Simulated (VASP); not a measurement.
Runs of VASP 6.6.1 on BaTe. The structure is that of space group F-43m (No. 216), or close to it. The cells are those of the table. 

| level | cell | gap on the mesh (eV) | pressure (GPa) |
| --- | --- | --- | --- |
| r2SCAN | a = 5.644 Å, angles 60.0°, 2 atoms | (b) | -0.9 |
| PBE | a = 5.590 Å, angles 60.0°, 2 atoms | 2.54 | (c) |
| PBE | a = 5.422 Å, angles 60.0°, 2 atoms | 2.66 | 1.6 |
| r2SCAN | a = 5.480 Å, angles 60.0°, 2 atoms | 2.99 | 0.8 |
| PBE | a = 5.480 Å, angles 60.0°, 2 atoms | (a) | 0.8 |

Alike in all rows: task single point; potentials or basis VASP PAW PBE potentials, release 64 (Ba_sv, Te); no spin polarisation; k mesh 6 × 6 × 6; cutoff (eV) 520; smearing gaussian 0.01 eV.

Problem. Estimate the missing entries.

Solution. (a) 2.62; (b) 2.86; (c) -0.3.

Caveats: the structure was generated, so it needn't be the stable form of BaTe; spin-orbit coupling is left out, which moves the levels of the heavy elements; the PAW data sets were made with another functional, which shifts forces and pressure a little (at least some runs).

A k mesh can miss the band edges, and the runs leave out spin-orbit coupling on Ba, Te.
